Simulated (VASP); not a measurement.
Runs of VASP 6.6.1 on KAl4. The structure is that of space group P6/mmm (No. 191), or close to it. The cells are those of the table. 

```tsv
task	cell	k mesh	cutoff (eV)	gap on the mesh (eV)	pressure (GPa)	relaxed volume (Å³/atom)
single point	a = 5.433, b = 5.433, c = 5.223 Å, angles 90.0, 90.0, 120.0°, 5 atoms	9 × 9 × 8	520	none	0.0	-
single point	a = 5.269, b = 5.269, c = 5.391 Å, angles 90.0, 90.0, 120.0°, 5 atoms	6 × 6 × 4	520	none	(a)	-
single point	a = 4.486, b = 4.486, c = 5.930 Å, angles 90.0, 90.0, 120.0°, 5 atoms	6 × 6 × 4	520	none	14.8	-
relaxation of cell and atoms	relaxed from a = 5.269, b = 5.269, c = 5.391 Å, angles 90.0, 90.0, 120.0°, 5 atoms	9 × 9 × 8	600	none	0.0	26.75
relaxation of cell and atoms	relaxed from a = 4.486, b = 4.486, c = 5.930 Å, angles 90.0, 90.0, 120.0°, 5 atoms	6 × 6 × 4	600	none	0.1	26.17
```

Alike in all rows: level PBE; potentials or basis VASP PAW PBE potentials, release 64 (K_sv, Al); no spin polarisation; smearing gaussian 0.1 eV.

Task: Estimate the missing entries.

Result: (a) 0.3.

Caveats: the volume moved by over 15 % at a fixed basis, so the end points are rough (some runs).

A gap of «none» marks levels without a gap at the run's occupations.
